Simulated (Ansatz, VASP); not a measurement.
## CaF4 in VASP and in Ansatz

```
Ca F
1.0
    -2.24815    2.24815    3.62406
     2.24815   -2.24815    3.62406
     2.24815    2.24815   -3.62406
Ca F
1 4
Direct
  0.00000 0.00000 0.00000
  0.31923 0.31923 0.00000
  0.68077 0.68077 0.00000
  0.50000 0.00000 0.50000
  0.00000 0.50000 0.50000
```

Alike in both runs: functional PBE; dispersion D3(BJ); k mesh 12 × 12 × 12; occupations gaussian, width 0.1 eV; collinear spin.

Ansatz relaxed the structure, and its values are those at the end. VASP's run is a single point on that final structure, the one shown.

|  | VASP | Ansatz |
| --- | --- | --- |
| version | VASP 6.6.1 | Ansatz 0.2.0 |
| potentials or method | VASP PAW PBE potentials, release 64 (Ca_sv, F), cutoff 520 eV | scalar-relativistic, plane waves, PAW |
| valence electrons in the cell | 38 | 38 |

Ansatz gave:

```
gap on the k mesh at the Fermi level (eV)                     : none
pressure (GPa)                                                : 0.0
rms of the force components (eV/Å)                            : 0.000
net moment per atom (μB)                                      : 0.40
size of the moment on the site where the two differ most (μB) : 0.58
```

Q: What did VASP give for the same quantities?

A: gap on the k mesh at the Fermi level (eV): none; pressure (GPa): 0.0; rms of the force components (eV/Å): 0.013; net moment per atom (μB): 0.40; size of the moment on the site where the two differ most (μB): 0.52.

Site moments also hang on the region over which each program counts them. A gap of «none» marks a metal or a gap that the smearing closes.
